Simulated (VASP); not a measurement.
# RuS (Fm-3m) in VASP: notebook

Runs on RuS. Level: LDA+U. Tasks: single point.

All numbers are computed with VASP 6.6.1; they aren't measurements. Logs are shortened: lines on timing, memory, paths and dates and some standing lists are left out, and cuts for length are marked.

## 1. The cell of the first run

The structure is cubic, space group Fm-3m (No. 225). Conventional cell: a = 5.094 Å, b = 5.094 Å, c = 5.094 Å, α = 90.00°, β = 90.00°, γ = 90.00°. Ru (site symmetry m-3m) has 6 S at 2.55 Å within 3.4 Å. Within 3.4 Å of S (site symmetry m-3m) lie 6 Ru at 2.55 Å.

## 2. Single point, LDA+U, collinear spin, ferromagnetic start

Input file INCAR:

```
PREC = Accurate ; ENCUT = 520
EDIFF = 1E-6 ; ISMEAR = 0
SIGMA = 0.05 ; LREAL = F
LASPH = T ; NELM = 150
ALGO = Normal ; ISIF = 2
LWAVE = F ; LCHARG = T
ISPIN = 2 ; MAGMOM = 1 0
LORBIT = 11 ; LMAXMIX = 4
LDAU = T ; LDAUTYPE = 2
LDAUL = 2 -1 ; LDAUU = 4 0
LDAUJ = 0 0 ; LDAUPRINT = 1
LELF = T ; LVHAR = T
NBANDS = 21
```

Input file KPOINTS:

```
Automatic mesh
0
Gamma
  6 6 6
```

Input file POSCAR:

```
RuS
1.0
    0.0000000000      2.5467554600      2.5467554600
    2.5467554600      0.0000000000      2.5467554600
    2.5467554600      2.5467554600      0.0000000000
Ru S
1 1
Direct
    0.5000000000      0.5000000000      0.5000000000
    0.0000000000      0.0000000000      0.0000000000
```

Potentials or basis: VASP PAW LDA potentials, release 64 (Ru_pv, S).

On the command line:

```sh
$ cat potpaw_LDA.64/Ru_pv/POTCAR potpaw_LDA.64/S/POTCAR > POTCAR
$ mpirun -np 1 vasp_std > vasp.out
```

OUTCAR:

```text
PREC = Accurate
   ENCUT = 520
   EDIFF = 1E-6
   ISMEAR = 0
   LREAL = F
   LASPH = T
   NELM = 150
   ISIF = 2
   ISPIN = 2
   LORBIT = 11

 ion  position               nearest neighbor table
   1  0.500  0.500  0.500-   2 2.55   2 2.55   2 2.55   2 2.55   2 2.55   2 2.55
   2  0.000  0.000  0.000-   1 2.55   1 2.55   1 2.55   1 2.55   1 2.55   1 2.55

  LATTYP: Found a face centered cubic cell.
 ALAT       =     5.0935109200

  Lattice vectors:

 A1 = (   0.0000000000,   2.5467554600,   2.5467554600)
 A2 = (   2.5467554600,   0.0000000000,   2.5467554600)
 A3 = (   2.5467554600,   2.5467554600,   0.0000000000)

Analysis of symmetry for initial positions (statically):
=====================================================================
 Subroutine PRICEL returns:
 Original cell was already a primitive cell.

 Routine SETGRP: Setting up the symmetry group for a
 face centered cubic supercell.

 Subroutine GETGRP returns: Found 48 space group operations
 (whereof 48 operations were pure point group operations)
 out of a pool of 48 trial point group operations.

The static configuration has the point symmetry O_h .

Analysis of symmetry for dynamics (positions and initial velocities):
=====================================================================
 Subroutine PRICEL returns:
 Original cell was already a primitive cell.

 Routine SETGRP: Setting up the symmetry group for a
 face centered cubic supercell.

 Subroutine GETGRP returns: Found 48 space group operations
 (whereof 48 operations were pure point group operations)
 out of a pool of 48 trial point group operations.

The dynamic configuration has the point symmetry O_h .

Analysis of structural, dynamic, and magnetic symmetry:
=====================================================================
 Subroutine PRICEL returns:
 Original cell was already a primitive cell.

 Routine SETGRP: Setting up the symmetry group for a
 face centered cubic supercell.

 Subroutine GETGRP returns: Found 48 space group operations
[... 162 lines left out ...]
  o =  0.5288  v =  0.0000  0.0000  0.0000  0.0000  0.0000  0.0000 -0.0264  0.0000  0.9997  0.0000      0.0000  0.0000  0.0000  0.0000  0.0000  0.0000  0.0000  0.0000  0.0000  0.0000
  o =  0.6687  v =  0.0000 -0.0000 -0.0328  0.0000  0.9995  0.0000  0.0000  0.0000  0.0000  0.0000      0.0000  0.0000  0.0000  0.0000  0.0000  0.0000  0.0000  0.0000  0.0000  0.0000
  o =  0.6687  v =  0.0000  0.0000  0.9995 -0.0000  0.0328  0.0000  0.0000  0.0000  0.0000  0.0000      0.0000  0.0000  0.0000  0.0000  0.0000  0.0000  0.0000  0.0000  0.0000  0.0000
  o =  0.8699  v =  0.0000 -0.2246  0.0000  0.9744 -0.0000  0.0000  0.0000  0.0000  0.0000  0.0000      0.0000  0.0000  0.0000  0.0000  0.0000  0.0000  0.0000  0.0000  0.0000  0.0000
  o =  0.8699  v =  0.0000  0.9744 -0.0000  0.2246  0.0000  0.0000  0.0000  0.0000  0.0000  0.0000      0.0000  0.0000  0.0000  0.0000  0.0000  0.0000  0.0000  0.0000  0.0000  0.0000
  o =  0.8699  v =  1.0000  0.0000  0.0000  0.0000  0.0000  0.0000  0.0000  0.0000  0.0000  0.0000      0.0000  0.0000  0.0000  0.0000  0.0000  0.0000  0.0000  0.0000  0.0000  0.0000

 number of electron      20.0000000 magnetization       1.9446438

 Free energy of the ion-electron system (eV)
  ---------------------------------------------------
  ext. energy  EPLUGINS =         0.00000000
  ---------------------------------------------------
  free energy    TOTEN  =       -10.25421533 eV

  energy without entropy =      -10.25023528  energy(sigma->0) =      -10.25222531

 E-fermi :   8.5358     XC(G=0): -11.9968

 val. band max:        8.5311538006   @ k =  -0.3333   0.5000   0.1667
 cond. band min:       8.5479140621   @ k =   0.5000   0.3333   0.1667
 fundamental gap:      0.0167602615
 Fermi energy:         8.5358360053

 spin component 1

 k-point     1 :       0.0000    0.0000    0.0000
  band No.  band energies     occupation
      1     -34.2333      1.00000
      2     -34.2333      1.00000
      3     -34.2333      1.00000
      4      -6.3495      1.00000
      5       4.7690      1.00000
      6       4.7690      1.00000
[... 373 lines left out ...]
     20      23.3021      0.00000
     21      26.2415      0.00000
 Fermi energy:         8.5358360053

 spin component 2

 k-point     1 :       0.0000    0.0000    0.0000
  band No.  band energies     occupation
      1     -33.0012      1.00000
      2     -33.0012      1.00000
      3     -33.0012      1.00000
      4      -6.2223      1.00000
      5       6.7230      1.00000
      6       6.7230      1.00000
[... 373 lines left out ...]
     20      23.6013      0.00000
     21      26.7646      0.00000

------------------------ aborting loop because EDIFF is reached ----------------------------------------

  FORCE on cell =-STRESS in cart. coord.  units (eV):
  Direction    XX          YY          ZZ          XY          YZ          ZX
  --------------------------------------------------------------------------------------
  -------------------------------------------------------------------------------------
  Total       -3.1484946     -3.1484946     -3.1484946     -0.0000000     -0.0000000      0.0000000
  in kB     -152.6939387   -152.6939387   -152.6939387     -0.0000000     -0.0000000      0.0000000
  external PRESSURE =    -152.6939387 kB  Pullay stress =       0.0000000 kB

 VOLUME and BASIS-vectors are now :
 -----------------------------------------------------------------------------
  energy-cutoff  :      520.00
  volume of cell :       33.04
      direct lattice vectors                 reciprocal lattice vectors
     0.000000000  2.546755460  2.546755460    -0.196328233  0.196328233  0.196328233
     2.546755460  0.000000000  2.546755460     0.196328233 -0.196328233  0.196328233
     2.546755460  2.546755460  0.000000000     0.196328233  0.196328233 -0.196328233

 POSITION                                       TOTAL-FORCE (eV/Angst)
 -----------------------------------------------------------------------------------
      2.54676      2.54676      2.54676        -0.000000     -0.000000     -0.000000
      0.00000      0.00000      0.00000         0.000000      0.000000      0.000000
 -----------------------------------------------------------------------------------
    total drift:                                0.000000      0.000000      0.000000

  FREE ENERGIE OF THE ION-ELECTRON SYSTEM (eV)
  ---------------------------------------------------
  free  energy   TOTEN  =       -10.2542153290 eV

  energy  without entropy=      -10.2502352843  energy(sigma->0) =      -10.25222531

 total charge

# of ion       s       p       d       tot
------------------------------------------
    1        0.241   6.143   6.044  12.428
    2        1.327   2.308   0.000   3.635
--------------------------------------------------
tot          1.568   8.451   6.044  16.063

 magnetization (x)

# of ion       s       p       d       tot
------------------------------------------
    1        0.037   0.017   1.796   1.850
    2        0.024   0.007   0.000   0.030
--------------------------------------------------
tot          0.061   0.024   1.796   1.881
```

OSZICAR:

```text
N       E                     dE             d eps       ncg     rms          rms(c)
DAV:   1     0.161977962398E+03    0.16198E+03   -0.10680E+04  1352   0.903E+02
DAV:   2    -0.555447308903E+01   -0.16753E+03   -0.16105E+03  1537   0.282E+02
DAV:   3    -0.100678378003E+02   -0.45134E+01   -0.44663E+01  1662   0.461E+01
DAV:   4    -0.100933393446E+02   -0.25502E-01   -0.25478E-01  1460   0.389E+00
DAV:   5    -0.100935278555E+02   -0.18851E-03   -0.18850E-03  1575   0.336E-01    0.120E+01
DAV:   6    -0.101523997544E+02   -0.58872E-01   -0.12817E+00  1494   0.921E+00    0.672E+00
DAV:   7    -0.101850555587E+02   -0.32656E-01   -0.13066E-01  1469   0.273E+00    0.414E+00
DAV:   8    -0.102304639696E+02   -0.45408E-01   -0.17086E-01  1439   0.129E+00    0.200E+00
DAV:   9    -0.102486123860E+02   -0.18148E-01   -0.49625E-02  1514   0.743E-01    0.451E-01
DAV:  10    -0.102519258867E+02   -0.33135E-02   -0.78790E-03  1509   0.317E-01    0.249E-01
DAV:  11    -0.102535719108E+02   -0.16460E-02   -0.28472E-03  1529   0.171E-01    0.129E-01
DAV:  12    -0.102539953815E+02   -0.42347E-03   -0.29323E-04  1454   0.107E-01    0.762E-02
DAV:  13    -0.102541894095E+02   -0.19403E-03   -0.34683E-04  1527   0.596E-02    0.380E-02
DAV:  14    -0.102542119725E+02   -0.22563E-04   -0.13907E-04  1489   0.384E-02    0.205E-02
DAV:  15    -0.102542154033E+02   -0.34308E-05   -0.14180E-05  1459   0.146E-02    0.642E-03
DAV:  16    -0.102542153290E+02    0.74254E-07   -0.22518E-06   852   0.546E-03
   1 F= -.10254215E+02 E0= -.10252225E+02  d E =-.398004E-02  mag=     1.9446
```

Run time: 35 s. Hardware: 1 thread of Intel Xeon Platinum 8488C (Sapphire Rapids), shared host; peak memory 0.16 GiB.

Results:

```yaml
Free_energy: -10.2542 eV
Pressure: -15.3 GPa
Net_moment: 1.94 μB per cell
Site_moments: Ru +1.85; S +0.03 μB
Valence_electrons_inside_the_program's_atomic_spheres: Ru 12.43; S 3.63
```

Eigenvalues of the final occupation matrices:
| site | spin | trace | eigenvalues |
| --- | --- | --- | --- |
| site 1 d | 1 | 3.95 | 0.67 0.67 0.87 0.87 0.87 |
| site 1 d | 2 | 2.14 | 0.28 0.28 0.53 0.53 0.53 |

The state reached can hang on the start; a lower one may exist.

## 3. Single point, LDA+U, collinear spin, ferromagnetic start

Input file INCAR:

```
  PREC = Accurate
  ENCUT = 520
  EDIFF = 1E-6
  ISMEAR = 0
  SIGMA = 0.05
  LREAL = F
  LASPH = T
  NELM = 150
  ALGO = Normal
  ISIF = 2
  LWAVE = F
  LCHARG = F
  ISPIN = 2
  MAGMOM = 4 0
  LORBIT = 11
  NUPDOWN = 4.0
  LMAXMIX = 4
  LDAU = T
  LDAUTYPE = 2
  LDAUL = 2 -1
  LDAUU = 4 0
  LDAUJ = 0 0
  LDAUPRINT = 1
  GGA = CA
  NBANDS = 21
```

KPOINTS is that of step 2.

POSCAR is that of step 2.

Potentials or basis: VASP PAW LDA potentials, release 64 (Ru_pv, S).

On the command line:

```sh
$ cat potpaw_LDA.64/Ru_pv/POTCAR potpaw_LDA.64/S/POTCAR > POTCAR
$ mpirun -np 1 vasp_std > vasp.out
```

OUTCAR:

```text
PREC = Accurate
   ENCUT = 520
   EDIFF = 1E-6
   ISMEAR = 0
   LREAL = F
   LASPH = T
   NELM = 150
   ISIF = 2
   ISPIN = 2
   LORBIT = 11
   NUPDOWN = 4.0
   GGA = CA

 ion  position               nearest neighbor table
   1  0.500  0.500  0.500-   2 2.55   2 2.55   2 2.55   2 2.55   2 2.55   2 2.55
   2  0.000  0.000  0.000-   1 2.55   1 2.55   1 2.55   1 2.55   1 2.55   1 2.55

  LATTYP: Found a face centered cubic cell.
 ALAT       =     5.0935109200

  Lattice vectors:

[... 1007 lines left out ...]
  in kB       71.8620702     71.8620702     71.8620702      0.0000000     -0.0000000      0.0000000
  external PRESSURE =      71.8620702 kB  Pullay stress =       0.0000000 kB

 VOLUME and BASIS-vectors are now :
 -----------------------------------------------------------------------------
  energy-cutoff  :      520.00
  volume of cell :       33.04
      direct lattice vectors                 reciprocal lattice vectors
     0.000000000  2.546755460  2.546755460    -0.196328233  0.196328233  0.196328233
     2.546755460  0.000000000  2.546755460     0.196328233 -0.196328233  0.196328233
     2.546755460  2.546755460  0.000000000     0.196328233  0.196328233 -0.196328233

 POSITION                                       TOTAL-FORCE (eV/Angst)
 -----------------------------------------------------------------------------------
      2.54676      2.54676      2.54676         0.000000     -0.000000     -0.000000
      0.00000      0.00000      0.00000        -0.000000      0.000000      0.000000
 -----------------------------------------------------------------------------------
    total drift:                                0.000000      0.000000      0.000000

  FREE ENERGIE OF THE ION-ELECTRON SYSTEM (eV)
  ---------------------------------------------------
  free  energy   TOTEN  =        -9.5777156104 eV

  energy  without entropy=       -9.5753382443  energy(sigma->0) =       -9.57652693

 total charge

# of ion       s       p       d       tot
------------------------------------------
    1        0.266   6.180   5.829  12.275
    2        1.327   2.405   0.000   3.732
--------------------------------------------------
tot          1.593   8.586   5.829  16.007

 magnetization (x)

# of ion       s       p       d       tot
------------------------------------------
    1        0.055   0.048   3.192   3.295
    2        0.054   0.335   0.000   0.389
--------------------------------------------------
tot          0.109   0.382   3.192   3.684
```

Wall time 28 s (1 thread of Intel Xeon Platinum 8488C (Sapphire Rapids), shared host); peak memory 0.16 GiB.

Results:

| Item | Value |
| --- | --- |
| Free energy | -9.5777 eV |
| Pressure | 7.2 GPa |
| Net moment | 4.00 μB per cell |
| Site moments | Ru +3.29; S +0.39 μB |
| Valence electrons inside the program's atomic spheres | Ru 12.28; S 3.73 |

Eigenvalues of the final occupation matrices:
| site | spin | trace | eigenvalues |
| --- | --- | --- | --- |
| site 1 d | 1 | 4.54 | 0.89 0.89 0.89 0.93 0.93 |
| site 1 d | 2 | 1.33 | 0.26 0.26 0.26 0.28 0.28 |

Caveat: the total moment is fixed, so each spin has its own Fermi level.
